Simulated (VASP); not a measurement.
A run of VASP 6.6.1 is set up as follows.

The input INCAR:

```
SYSTEM = Pd
AGGAC = 1.0
AGGAX = 1.0
ALDAC = 0.0
ALDAX = 1.0
ALGO = Normal
EDIFF = 1E-6
ENCUT = 520
GGA = B5
ISIF = 2
ISMEAR = -1
IVDW = 13
LASPH = .TRUE.
LCHARG = .FALSE.
LREAL = .FALSE.
LWAVE = .FALSE.
NBANDS = 11
NELM = 80
PREC = Accurate
SIGMA = 0.05
VDW_A1 = 0.44488865
VDW_A2 = 4.0933009
VDW_S6 = 1.0
VDW_S8 = 2.34076671
```

File KPOINTS:

```
k-points
0
G
  12 12 12
  0 0 0
```

File POSCAR:

```
Pd
1.0
    0.0000000000      1.9846763588      1.9846763588
    1.9846763588      0.0000000000      1.9846763588
    1.9846763588      1.9846763588      0.0000000000
Pd
1
Direct
    0.0000000000      0.0000000000      0.0000000000
```

Potentials or basis: VASP PAW PBE potentials, release 64 (Pd).

Command:

```bash
$ cat potpaw_PBE.64/Pd/POTCAR > POTCAR
$ mpirun -np 1 vasp_std > vasp.out
```

(1) Estimate the band gap on the k mesh.

(2) Predict the pressure.

(3) Predict the dispersion energy per atom.

Answers

(1) zero (band 5 reaches 9.58 eV, above the bottom of band 6 at 8.13 eV).

(2) -2.3 GPa.

(3) -0.894 eV.

Caveat: the PAW data sets were made with another functional, which shifts forces and pressure a little; pairwise dispersion overbinds metals, which lowers pressure and volume.
